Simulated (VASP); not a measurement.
# CdSe (Fm-3m) in VASP: further runs

Aim: see how the results for CdSe move with the level of theory and the settings. Levels: PBEsol+D3(BJ), BLYP+D3(BJ), LDA. Tasks: single point, relaxation of cell and atoms.

Program: VASP 6.6.1. These are calculated values, not measurements. Logs are shortened: lines on timing, memory, paths and dates and some standing lists are left out, and cuts for length are marked.

## (1) The cell of the first run

The structure is cubic, space group Fm-3m (No. 225). The conventional cell has a = 5.560 Å, b = 5.560 Å, c = 5.560 Å, α = 90.00°, β = 90.00°, γ = 90.00°. Within 3.7 Å of Cd (site symmetry m-3m) lie 6 Se at 2.78 Å. Within 3.7 Å of Se (site symmetry m-3m) lie 6 Cd at 2.78 Å.

## (2) Single point, PBEsol+D3(BJ)

The input, INCAR:

```
PREC     = Accurate       # precision mode
ENCUT    = 520            # plane-wave cutoff, eV
EDIFF    = 1E-6           # SCF threshold, eV
ISMEAR   = -1             # smearing method
SIGMA    = 0.05           # smearing width, eV
LREAL    = False          # projectors in reciprocal space
LASPH    = True           # aspherical terms in the spheres
NELM     = 80             # most SCF steps
ALGO     = Normal         # electronic algorithm
ISIF     = 2              # what is computed and relaxed
LWAVE    = False          # write WAVECAR
LCHARG   = False          # write CHGCAR
GGA      = PS             # functional
IVDW     = 12             # dispersion correction
NBANDS   = 16             # bands
```

The input, KPOINTS:

```
regular mesh
0
Gamma
  6 6 6
```

The input, POSCAR:

```
CdSe
1.0
    0.0000000000      2.7802490437      2.7802490437
    2.7802490437      0.0000000000      2.7802490437
    2.7802490437      2.7802490437      0.0000000000
Cd Se
1 1
Direct
    0.0000000000      0.0000000000      0.0000000000
    0.5000000000      0.5000000000      0.5000000000
```

Potentials or basis: VASP PAW PBE potentials, release 64 (Cd, Se).

Run with:

```console
cat potpaw_PBE.64/Cd/POTCAR potpaw_PBE.64/Se/POTCAR > POTCAR
mpirun -np 1 vasp_std > vasp.out
```

OUTCAR:

```text
PREC = Accurate
   ENCUT = 520
   EDIFF = 1E-6
   ISMEAR = -1
   LREAL = False
   LASPH = True
   NELM = 80
   ISIF = 2
   GGA = PS
   IVDW = 12
 IVDW          = 12

 ion  position               nearest neighbor table
   1  0.000  0.000  0.000-   2 2.78   2 2.78   2 2.78   2 2.78   2 2.78   2 2.78
   2  0.500  0.500  0.500-   1 2.78   1 2.78   1 2.78   1 2.78   1 2.78   1 2.78

  LATTYP: Found a face centered cubic cell.
 ALAT       =     5.5604980874

  Lattice vectors:

 A1 = (   0.0000000000,   2.7802490437,   2.7802490437)
 A2 = (   2.7802490437,   0.0000000000,   2.7802490437)
 A3 = (   2.7802490437,   2.7802490437,   0.0000000000)

Analysis of symmetry for initial positions (statically):
=====================================================================
 Subroutine PRICEL returns:
 Original cell was already a primitive cell.

 Routine SETGRP: Setting up the symmetry group for a
 face centered cubic supercell.

 Subroutine GETGRP returns: Found 48 space group operations
 (whereof 48 operations were pure point group operations)
 out of a pool of 48 trial point group operations.

The static configuration has the point symmetry O_h .

Analysis of symmetry for dynamics (positions and initial velocities):
=====================================================================
 Subroutine PRICEL returns:
 Original cell was already a primitive cell.

 Routine SETGRP: Setting up the symmetry group for a
 face centered cubic supercell.

 Subroutine GETGRP returns: Found 48 space group operations
 (whereof 48 operations were pure point group operations)
 out of a pool of 48 trial point group operations.

The dynamic configuration has the point symmetry O_h .

 Subroutine INISYM returns: Found 48 space group operations
 (whereof 48 operations are pure point group operations),
 and found     1 'primitive' translations

----------------------------------------------------------------------------------------

                                     Primitive cell

  volume of cell :      42.9815

  direct lattice vectors                    reciprocal lattice vectors
     0.000000000  2.780249044  2.780249044    -0.179840004  0.179840004  0.179840004
     2.780249044  0.000000000  2.780249044     0.179840004 -0.179840004  0.179840004
     2.780249044  2.780249044  0.000000000     0.179840004  0.179840004 -0.179840004

  length of vectors
     3.931865904  3.931865904  3.931865904     0.311492025  0.311492025  0.311492025

  position of ions in fractional coordinates (direct lattice)
     0.000000000  0.000000000  0.000000000
     0.500000000  0.500000000  0.500000000

  ion indices of the primitive-cell ions
   primitive index   ion index
                 1           1
                 2           2

----------------------------------------------------------------------------------------

 KPOINTS: regular mesh

Automatic generation of k-mesh.
 Grid dimensions read from file:
 generate k-points for:    6    6    6

 Generating k-lattice:

  Cartesian coordinates                     Fractional coordinates (reciprocal lattice)
    -0.029973334  0.029973334  0.029973334     0.166666667  0.000000000  0.000000000
     0.029973334 -0.029973334  0.029973334     0.000000000  0.166666667  0.000000000
     0.029973334  0.029973334 -0.029973334     0.000000000  0.000000000  0.166666667

  Length of vectors
     0.051915337  0.051915337  0.051915337

  Shift w.r.t. Gamma in fractional coordinates (k-lattice)
     0.000000000  0.000000000  0.000000000

 Subroutine IBZKPT returns following result:
 ===========================================

 Found     16 irreducible k-points:

 Following reciprocal coordinates:
            Coordinates               Weight
  0.000000  0.000000  0.000000      1.000000
  0.166667  0.000000  0.000000      8.000000
  0.333333  0.000000  0.000000      8.000000
  0.500000  0.000000  0.000000      4.000000
  0.166667  0.166667  0.000000      6.000000
  0.333333  0.166667  0.000000     24.000000
[... 8 lines left out ...]
 -0.333333  0.333333  0.166667     24.000000
 -0.333333  0.500000  0.166667     12.000000
   k-points           NKPTS =     16   k-points in BZ     NKDIM =     16   number of bands    NBANDS=     16
   number of dos      NEDOS =    301   number of ions     NIONS =      2
   total plane-waves  NPLWV =  27000
   dimension x,y,z NGX =    30 NGY =   30 NGZ =   30
   dimension x,y,z NGXF=    60 NGYF=   60 NGZF=   60
   ions per type =               1   1
   NGX,Y,Z   is equivalent  to a cutoff of  12.68, 12.68, 12.68 a.u.
   NGXF,Y,Z  is equivalent  to a cutoff of  25.37, 25.37, 25.37 a.u.
 SYSTEM =  unknown system
   PREC   = accura    normal or accurate (medium, high low for compatibility)
   ISTART =      0    job   : 0-new  1-cont  2-samecut
   ICHARG =      2    charge: 1-file 2-atom 10-const
   ISPIN  =      1    spin polarized calculation?
   LNONCOLLINEAR =      F non collinear calculations
   LSORBIT =      F    spin-orbit coupling
   LASPH  =      T    aspherical Exc in radial PAW
   ENCUT  =  520.0 eV  38.22 Ry    6.18 a.u.   7.31  7.31  7.31*2*pi/ulx,y,z
   NELM   =     80;   NELMIN=  2; NELMDL= -5     # of ELM steps
   EDIFF  = 0.1E-05   stopping-criterion for ELM
   LREAL  =      F    real-space projection
   EDIFFG = 0.1E-04   stopping-criterion for IOM
   NSW    =      0    number of steps for IOM
   IBRION =     -1    ionic relax: 0-MD 1-quasi-New 2-CG
   NFREE  =      0    steps in history (QN), initial steepest desc. (CG)
   ISIF   =      2    stress and relaxation
   ISYM   =      2    0-nonsym 1-usesym 2-fastsym
   POTIM  = 0.5000    time-step for ionic-motion
   TEBEG  =    0.0;   TEEND  =   0.0 temperature during run
   PSTRESS=    0.0 pullay stress
   NELECT =      18.0000    total number of electrons
   NUPDOWN=      -1.0000    fix difference up-down
   EMIN   =  10.00;   EMAX   =-10.00  energy-range for DOS
   EFERMI =   0.00;   METHOD = LEGACY
   ISMEAR =    -1;   SIGMA  =   0.05  broadening in eV -4-tet -1-fermi 0-gaus
   EFERMI_NEDOS =   21; number of points for ismear=-14 and -15
   IALGO  =     38    algorithm
   IMIX   =      4    mixing-type and parameters
     AMIX     =   0.40;   BMIX     =  1.00
     AMIX_MAG =   1.60;   BMIX_MAG =  1.00
  volume/ion in A,a.u.               =      21.49       145.03
  Fermi-wavevector in a.u.,A,eV,Ry     =   1.224819  2.314573 20.411215  1.500182
  Thomas-Fermi vector in A             =   2.359880
   LORBIT       =      0    0 simple, 1 ext, 2 COOP (PROOUT), +10 PAW based schemes
   GGA     = PS    functional components
   LHFCALC =     F    Hartree Fock is set to
   AEXX    =    0.0000 exact exchange contribution
   IVDW    =    12    specifies the selected vdW correction
   LEPSILON=     F    determine dielectric tensor
   LRPA    =     F    only Hartree local field effects (RPA)
 non-spin polarized calculation
  energy-cutoff  :      520.00
  volume of cell :       42.98
 maximum number of plane-waves:      1173
 NGX is ok and might be reduce to    30
   NGX = 15   NGY = 15   NGZ = 15

 number of electron      18.0000000 magnetization

 Free energy of the ion-electron system (eV)
  ---------------------------------------------------
  ext. energy  EPLUGINS =         0.00000000
  ---------------------------------------------------
  free energy    TOTEN  =        -5.96900238 eV

  energy without entropy =       -5.96454631  energy(sigma->0) =       -5.96677434

 E-fermi :   3.1207     XC(G=0): -10.6674

 val. band max:        3.0404398031   @ k =   0.5000   0.0000   0.0000
 cond. band min:       3.4401592145   @ k =   0.0000   0.0000   0.0000
 fundamental gap:      0.3997194114
 Fermi energy:         3.1206917831

 k-point     1 :       0.0000    0.0000    0.0000
  band No.  band energies     occupation
      1     -10.5109      2.00000
      2      -5.0465      2.00000
      3      -5.0465      2.00000
      4      -5.0263      2.00000
      5      -5.0263      2.00000
      6      -5.0263      2.00000
[... 8 lines left out ...]
     15      13.2493      0.00000
     16      13.2493      0.00000

 k-point     2 :       0.1667    0.0000    0.0000
  band No.  band energies     occupation
      1     -10.2732      2.00000
      2      -5.1241      2.00000
      3      -5.1241      2.00000
      4      -5.0550      2.00000
      5      -4.9821      2.00000
      6      -4.9821      2.00000
[... 8 lines left out ...]
     15      12.7572      0.00000
     16      12.7572      0.00000

 k-point     3 :       0.3333    0.0000    0.0000
  band No.  band energies     occupation
      1      -9.7047      2.00000
      2      -5.2768      2.00000
      3      -5.2768      2.00000
      4      -5.1717      2.00000
      5      -4.8870      2.00000
      6      -4.8870      2.00000
[... 8 lines left out ...]
     15      14.3507      0.00000
     16      14.3507      0.00000

 k-point     4 :       0.5000    0.0000    0.0000
  band No.  band energies     occupation
      1      -9.3463      2.00000
      2      -5.3499      2.00000
      3      -5.3499      2.00000
      4      -5.2989      2.00000
      5      -4.8383      2.00000
      6      -4.8383      2.00000
[... 8 lines left out ...]
     15      16.1740      0.00000
     16      16.1740      0.00000

 k-point     5 :       0.1667    0.1667    0.0000
  band No.  band energies     occupation
      1     -10.2134      2.00000
      2      -5.1939      2.00000
      3      -5.0639      2.00000
      4      -5.0209      2.00000
      5      -4.9799      2.00000
      6      -4.9799      2.00000
[... 8 lines left out ...]
     15      15.2360      0.00000
     16      15.2360      0.00000

 k-point     6 :       0.3333    0.1667    0.0000
  band No.  band energies     occupation
      1      -9.8072      2.00000
      2      -5.2412      2.00000
      3      -5.1147      2.00000
      4      -5.1030      2.00000
      5      -4.9130      2.00000
      6      -4.8759      2.00000
[... 8 lines left out ...]
     15      15.2779      0.00000
     16      15.6073      0.00000
[... 115 lines left out ...]
 k-point    13 :       0.5000    0.5000    0.0000
  band No.  band energies     occupation
      1      -9.5363      2.00000
      2      -5.1768      2.00000
      3      -4.9434      2.00000
      4      -4.7703      2.00000
      5      -4.7703      2.00000
      6      -4.1219      2.00000
[... 8 lines left out ...]
     15      17.9802      0.00000
     16      18.3152      0.00000

 k-point    14 :       0.5000    0.3333    0.1667
  band No.  band energies     occupation
      1      -9.5250      2.00000
      2      -5.1796      2.00000
      3      -5.1020      2.00000
      4      -5.0952      2.00000
      5      -4.8505      2.00000
      6      -4.7417      2.00000
[... 8 lines left out ...]
     15      16.7310      0.00000
     16      17.3799      0.00000

 k-point    15 :      -0.3333    0.3333    0.1667
  band No.  band energies     occupation
      1      -9.3783      2.00000
      2      -5.2373      2.00000
      3      -5.0704      2.00000
      4      -5.0404      2.00000
      5      -4.8061      2.00000
      6      -4.5757      2.00000
[... 8 lines left out ...]
     15      15.2309      0.00000
     16      17.8448      0.00000

 k-point    16 :      -0.3333    0.5000    0.1667
  band No.  band energies     occupation
      1      -9.4273      2.00000
      2      -5.1209      2.00000
      3      -5.1133      2.00000
      4      -4.9201      2.00000
      5      -4.7702      2.00000
      6      -4.2680      2.00000
[... 8 lines left out ...]
     15      16.5477      0.00000
     16      18.3126      0.00000

------------------------ aborting loop because EDIFF is reached ----------------------------------------

 Edisp (eV)   -0.76281

 E8    (eV) :    -0.4961

  FORCE on cell =-STRESS in cart. coord.  units (eV):
  Direction    XX          YY          ZZ          XY          YZ          ZX
  --------------------------------------------------------------------------------------
  -------------------------------------------------------------------------------------
  Total       0.14351     0.14351     0.14351    -0.00000     0.00000     0.00000
  in kB       5.34941     5.34941     5.34941    -0.00000     0.00000     0.00000
  external pressure =        5.35 kB  Pullay stress =        0.00 kB

 VOLUME and BASIS-vectors are now :
 -----------------------------------------------------------------------------
  energy-cutoff  :      520.00
  volume of cell :       42.98
      direct lattice vectors                 reciprocal lattice vectors
     0.000000000  2.780249044  2.780249044    -0.179840004  0.179840004  0.179840004
     2.780249044  0.000000000  2.780249044     0.179840004 -0.179840004  0.179840004
     2.780249044  2.780249044  0.000000000     0.179840004  0.179840004 -0.179840004

 POSITION                                       TOTAL-FORCE (eV/Angst)
 -----------------------------------------------------------------------------------
      0.00000      0.00000      0.00000        -0.000000     -0.000000      0.000000
      2.78025      2.78025      2.78025         0.000000      0.000000     -0.000000
 -----------------------------------------------------------------------------------
    total drift:                               -0.000000      0.000000      0.000000

  FREE ENERGIE OF THE ION-ELECTRON SYSTEM (eV)
  ---------------------------------------------------
  free  energy   TOTEN  =        -6.7318133044 eV

  energy  without entropy=       -6.7273572335  energy(sigma->0) =       -6.72958527
```

Wall time 6 s (1 thread of Intel Xeon 6975P-C (Granite Rapids), shared host); peak memory 0.17 GiB.

What came out:

- Free energy: -6.7318 eV
- Pressure: 0.5 GPa
- Band gap on the k mesh: zero (band 9 reaches 3.04 eV, above the bottom of band 10 at 2.49 eV)
- Dispersion energy per atom: -0.381 eV

Caveat: the PAW data sets were made with another functional, which shifts forces and pressure a little; pairwise dispersion overbinds metals, which lowers pressure and volume.

(Continued in part 2 of 2.)
